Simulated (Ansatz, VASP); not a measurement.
HfO2 in VASP and in Ansatz

```
CELL_PARAMETERS angstrom
0.00000 2.61698 2.54892
2.54892 0.00000 2.54892
2.54892 2.61698 0.00000
ATOMIC_POSITIONS crystal
Hf 0.00000 0.00000 0.00000
O 0.25000 0.25000 0.25000
O 0.75000 0.75000 0.75000
```

Change from the starting cell: normal strain along x +0.0000, normal strain along y +0.0267.

Alike in both runs: task single point; functional PBE; k mesh 8 × 8 × 8; occupations gaussian, width 0.05 eV; no spin polarisation.

|  | VASP | Ansatz |
| --- | --- | --- |
| version | VASP 6.6.1 | Ansatz 0.2.0 |
| potentials or method | VASP PAW PBE potentials, release 64 (Hf_pv, O), cutoff 520 eV | scalar-relativistic, plane waves, PAW |
| valence electrons in the cell | 22 | 38 |

```csv
,VASP,Ansatz,Ansatz less VASP
gap on the k mesh at the Fermi level (eV),3.51,3.52,+0.016
least direct gap on the mesh (eV),3.56,3.56,0.000
pressure (GPa),-9.5,-6.1,+3.39
"traceless stress, the component that is largest in VASP (GPa)",-7.82,-7.69,+0.127
```

With one functional, cell and mesh, what is left measures potentials, basis and numerics. VASP's potentials hold 22 valence electrons a cell and Ansatz's 38, so a difference there can come from the potentials and not from the codes.

Spin-orbit coupling is off throughout.
